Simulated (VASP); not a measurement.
# BP in VASP: notebook

The runs below take BP through single point, with PBE.

Everything below comes from runs of VASP 6.6.1. Logs are shortened: lines on timing, memory, paths and dates and some standing lists are left out, and cuts for length are marked.

### 1 The cell of the first run

The cell holds a wire or tube with vacuum around it, 14 atoms: a = 18.600 Å, b = 9.300 Å, c = 5.509 Å, α = 90.00°, β = 90.00°, γ = 90.00°.

### 2 Single point, PBE

INCAR reads:

```
SYSTEM = BP
  PREC = Accurate
  ENCUT = 520
  EDIFF = 1E-6
  ISMEAR = 0
  SIGMA = 0.05
  LREAL = .FALSE.
  LASPH = .TRUE.
  NELM = 80
  ALGO = Normal
  ISIF = 2
  LWAVE = .FALSE.
  LCHARG = .FALSE.
  GGA = PE
  NBANDS = 41
```

KPOINTS reads:

```
Automatic mesh
0
G
  1 1 6
  0 0 0
```

POSCAR reads:

```
BP
1.0
   18.6000000000      0.0000000000      0.0000000000
    0.0000000000      9.3000000000      0.0000000000
    0.0000000000      0.0000000000      5.5086633313
B P
7 7
Direct
    0.7347259365      0.5000000000      0.4008674258
    0.5855712146      0.5000000000      0.3187553524
    0.6787565274      0.5000000000      0.8059588948
    0.4144287854      0.5000000000      0.3187553524
    0.5000000000      0.5000000000      0.8177185104
    0.2652740635      0.5000000000      0.4008674258
    0.3212434726      0.5000000000      0.8059588948
    0.6713441852      0.5000000000      0.1486362384
    0.7756432865      0.5000000000      0.6867883102
    0.5000000000      0.5000000000      0.1514993497
    0.5881337874      0.5000000000      0.6543848483
    0.3286558148      0.5000000000      0.1486362384
    0.4118662126      0.5000000000      0.6543848483
    0.2243567135      0.5000000000      0.6867883102
```

Potentials or basis: VASP PAW PBE potentials, release 64 (B, P).

Started as:

```
$ cat potpaw_PBE.64/B/POTCAR potpaw_PBE.64/P/POTCAR > POTCAR
$ mpirun -np 1 vasp_std > vasp.out
```

OUTCAR:

```text
SYSTEM = BP
   PREC = Accurate
   ENCUT = 520
   EDIFF = 1E-6
   ISMEAR = 0
   LREAL = .FALSE.
   LASPH = .TRUE.
   NELM = 80
   ISIF = 2
   GGA = PE

 ion  position               nearest neighbor table
   1  0.735  0.500  0.401-   9 1.75   8 1.82
   2  0.586  0.500  0.319-  10 1.84  11 1.85   8 1.85
   3  0.679  0.500  0.806-  11 1.88   8 1.89   9 1.92
   4  0.414  0.500  0.319-  10 1.84  13 1.85  12 1.85
   5  0.500  0.500  0.818-  10 1.84  11 1.87  13 1.87
   6  0.265  0.500  0.401-  14 1.75  12 1.82
   7  0.321  0.500  0.806-  13 1.88  12 1.89  14 1.92
   8  0.671  0.500  0.149-   1 1.82   2 1.85   3 1.89
   9  0.776  0.500  0.687-   1 1.75   3 1.92
  10  0.500  0.500  0.151-   5 1.84   4 1.84   2 1.84
  11  0.588  0.500  0.654-   2 1.85   5 1.87   3 1.88
  12  0.329  0.500  0.149-   6 1.82   4 1.85   7 1.89
  13  0.412  0.500  0.654-   4 1.85   5 1.87   7 1.88
  14  0.224  0.500  0.687-   6 1.75   7 1.92

  LATTYP: Found a simple orthorhombic cell.
 ALAT       =     5.5086633313
 B/A-ratio  =     1.6882498422
 C/A-ratio  =     3.3764996845

  Lattice vectors:

 A1 = (   0.0000000000,   0.0000000000,  -5.5086633313)
 A2 = (   0.0000000000,   9.3000000000,   0.0000000000)
 A3 = (  18.6000000000,   0.0000000000,   0.0000000000)

Analysis of symmetry for initial positions (statically):
=====================================================================
 Subroutine PRICEL returns:
 Original cell was already a primitive cell.

 Routine SETGRP: Setting up the symmetry group for a
 simple orthorhombic supercell.

 Subroutine GETGRP returns: Found  4 space group operations
 (whereof  4 operations were pure point group operations)
 out of a pool of  8 trial point group operations.

The static configuration has the point symmetry C_2v.

Analysis of symmetry for dynamics (positions and initial velocities):
=====================================================================
 Subroutine PRICEL returns:
 Original cell was already a primitive cell.

 Routine SETGRP: Setting up the symmetry group for a
 simple orthorhombic supercell.

 Subroutine GETGRP returns: Found  4 space group operations
 (whereof  4 operations were pure point group operations)
 out of a pool of  8 trial point group operations.

[... 114 lines left out ...]
   NELECT =      56.0000    total number of electrons
   NUPDOWN=      -1.0000    fix difference up-down
   EMIN   =  10.00;   EMAX   =-10.00  energy-range for DOS
   EFERMI =   0.00;   METHOD = LEGACY
   ISMEAR =     0;   SIGMA  =   0.05  broadening in eV -4-tet -1-fermi 0-gaus
   EFERMI_NEDOS =   21; number of points for ismear=-14 and -15
   IALGO  =     38    algorithm
   IMIX   =      4    mixing-type and parameters
     AMIX     =   0.40;   BMIX     =  1.00
     AMIX_MAG =   1.60;   BMIX_MAG =  1.00
  volume/ion in A,a.u.               =      68.06       459.31
  Fermi-wavevector in a.u.,A,eV,Ry     =   0.636488  1.202788  5.511949  0.405117
  Thomas-Fermi vector in A             =   1.701175
   LORBIT       =      0    0 simple, 1 ext, 2 COOP (PROOUT), +10 PAW based schemes
   GGA     = PE    functional components
   LHFCALC =     F    Hartree Fock is set to
   AEXX    =    0.0000 exact exchange contribution
   IVDW    =     0    specifies the selected vdW correction
   LEPSILON=     F    determine dielectric tensor
   LRPA    =     F    only Hartree local field effects (RPA)
 non-spin polarized calculation
 Gauss-broadening in eV      SIGMA  =   0.05
  energy-cutoff  :      520.00
  volume of cell :      952.89
 maximum number of plane-waves:     25744
 NGX is ok and might be reduce to   140
   NGX = 69   NGY = 35   NGZ = 21

 number of electron      55.9999997 magnetization

 Free energy of the ion-electron system (eV)
  ---------------------------------------------------
  ext. energy  EPLUGINS =         0.00000000
  ---------------------------------------------------
  free energy    TOTEN  =       -80.36212326 eV

  energy without entropy =      -80.36212326  energy(sigma->0) =      -80.36212326

 E-fermi :  -2.9716     XC(G=0):  -3.2032

 val. band max:       -3.2030741104   @ k =   0.0000   0.0000   0.0000
 cond. band min:      -2.1293160270   @ k =   0.0000   0.0000   0.5000
 fundamental gap:      1.0737580834
 Fermi energy:        -2.9716040597

 k-point     1 :       0.0000    0.0000    0.0000
  band No.  band energies     occupation
      1     -16.6035      2.00000
      2     -16.0645      2.00000
      3     -15.0239      2.00000
      4     -13.9398      2.00000
      5     -13.7573      2.00000
      6     -13.4698      2.00000
[... 161 lines left out ...]
     39       1.5242      0.00000
     40       1.5813      0.00000
 [bands above 40 left out]

------------------------ aborting loop because EDIFF is reached ----------------------------------------

  FORCE on cell =-STRESS in cart. coord.  units (eV):
  Direction    XX          YY          ZZ          XY          YZ          ZX
  --------------------------------------------------------------------------------------
  -------------------------------------------------------------------------------------
  Total       -0.3631970     -0.0037203     -0.5020360      0.0000000      0.0000000      0.0000000
  in kB       -0.6106757     -0.0062553     -0.8441183      0.0000000      0.0000000      0.0000000
  external PRESSURE =      -0.4870164 kB  Pullay stress =       0.0000000 kB

 VOLUME and BASIS-vectors are now :
 -----------------------------------------------------------------------------
  energy-cutoff  :      520.00
  volume of cell :      952.89
      direct lattice vectors                 reciprocal lattice vectors
    18.600000000  0.000000000  0.000000000     0.053763441  0.000000000  0.000000000
     0.000000000  9.300000000  0.000000000     0.000000000  0.107526882  0.000000000
     0.000000000  0.000000000  5.508663331     0.000000000  0.000000000  0.181532241

 POSITION                                       TOTAL-FORCE (eV/Angst)
 -----------------------------------------------------------------------------------
     13.66590      4.65000      2.20824        -0.002082     -0.000000      0.006098
     10.89162      4.65000      1.75592        -0.003224      0.000000     -0.003728
     12.62487      4.65000      4.43976         0.004241      0.000000      0.013972
      7.70838      4.65000      1.75592         0.003224      0.000000     -0.003728
      9.30000      4.65000      4.50454         0.000000      0.000000      0.008589
      4.93410      4.65000      2.20824         0.002082     -0.000000      0.006098
      5.97513      4.65000      4.43976        -0.004241      0.000000      0.013972
     12.48700      4.65000      0.81879         0.002743      0.000000      0.000157
     14.42697      4.65000      3.78329        -0.030276      0.000000     -0.016892
      9.30000      4.65000      0.83456         0.000000      0.000000     -0.002802
     10.93929      4.65000      3.60479        -0.002203      0.000000     -0.002502
      6.11300      4.65000      0.81879        -0.002743      0.000000      0.000157
      7.66071      4.65000      3.60479         0.002203      0.000000     -0.002502
      4.17303      4.65000      3.78329         0.030276      0.000000     -0.016892
 -----------------------------------------------------------------------------------
    total drift:                                0.000000      0.000000      0.000189

  FREE ENERGIE OF THE ION-ELECTRON SYSTEM (eV)
  ---------------------------------------------------
  free  energy   TOTEN  =       -80.3621232580 eV

  energy  without entropy=      -80.3621232580  energy(sigma->0) =      -80.36212326
```

OSZICAR:

```text
N       E                     dE             d eps       ncg     rms          rms(c)
DAV:   1     0.382722475904E+03    0.38272E+03   -0.17235E+04   328   0.957E+02
DAV:   2    -0.213495176519E+02   -0.40407E+03   -0.39011E+03   487   0.183E+02
DAV:   3    -0.838285804815E+02   -0.62479E+02   -0.62054E+02   383   0.796E+01
[... 15 lines left out ...]
DAV:  19    -0.803620967628E+02   -0.10447E-03   -0.98028E-06   351   0.727E-03    0.492E-03
DAV:  20    -0.803621094101E+02   -0.12647E-04   -0.70361E-07   360   0.253E-03    0.223E-03
DAV:  21    -0.803621181768E+02   -0.87667E-05   -0.50881E-07   262   0.209E-03    0.137E-03
DAV:  22    -0.803621229279E+02   -0.47511E-05   -0.49711E-07   303   0.160E-03    0.606E-04
DAV:  23    -0.803621232580E+02   -0.33005E-06   -0.27872E-08   256   0.517E-04
   1 F= -.80362123E+02 E0= -.80362123E+02  d E =-.231704E-11
```

Wall time 3.2 min (1 thread of Intel Xeon 6975P-C (Granite Rapids), shared host); peak memory 0.81 GiB.

What came out:

- Free energy: -80.3621 eV
- Largest force: 0.035 eV/Å
- Band gap on the k mesh: 1.07 eV (least direct gap 1.33 eV)

Forces in eV/Å, atoms in the order of the input:
```
B   -0.002  0.000  0.006
B   -0.003  0.000 -0.004
B    0.004  0.000  0.014
B    0.003  0.000 -0.004
B    0.000  0.000  0.009
B    0.002  0.000  0.006
B   -0.004  0.000  0.014
P    0.003  0.000  0.000
P   -0.030  0.000 -0.017
P    0.000  0.000 -0.003
P   -0.002  0.000 -0.003
P   -0.003  0.000  0.000
P    0.002  0.000 -0.003
P    0.030  0.000 -0.017
```

[end of part 1 of 2]

The gap in the log of VASP goes by the Fermi energy; the results here count the filled bands.